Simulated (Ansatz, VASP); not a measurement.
**MgSe in VASP and in Ansatz**

```
Mg Se
1.0
     0.00000    2.68803    2.68803
     2.68803    0.00000    2.68803
     2.68803    2.68803    0.00000
Mg Se
1 1
Direct
  0.00000 0.00000 0.00000
  0.50000 0.50000 0.50000
```

Alike in both runs: task single point; functional PBEsol; k mesh 8 × 8 × 8; occupations gaussian, width 0.05 eV; no spin polarisation.

|  | VASP | Ansatz |
| --- | --- | --- |
| version | VASP 6.6.1 | Ansatz 0.2.0 |
| potentials or method | VASP PAW PBE potentials, release 64 (Mg, Se), cutoff 600 eV | scalar-relativistic, plane waves, PAW |
| valence electrons in the cell | 8 | 26 |

```csv
,VASP,Ansatz,Ansatz less VASP
gap on the k mesh at the Fermi level (eV),1.83,1.84,+0.012
least direct gap on the mesh (eV),2.79,2.78,-0.003
pressure (GPa),2.8,2.9,+0.03
```

VASP's potentials were made for PBE, not for PBEsol. VASP's potentials hold 8 valence electrons a cell and Ansatz's 26, so a difference there can come from the potentials and not from the codes.
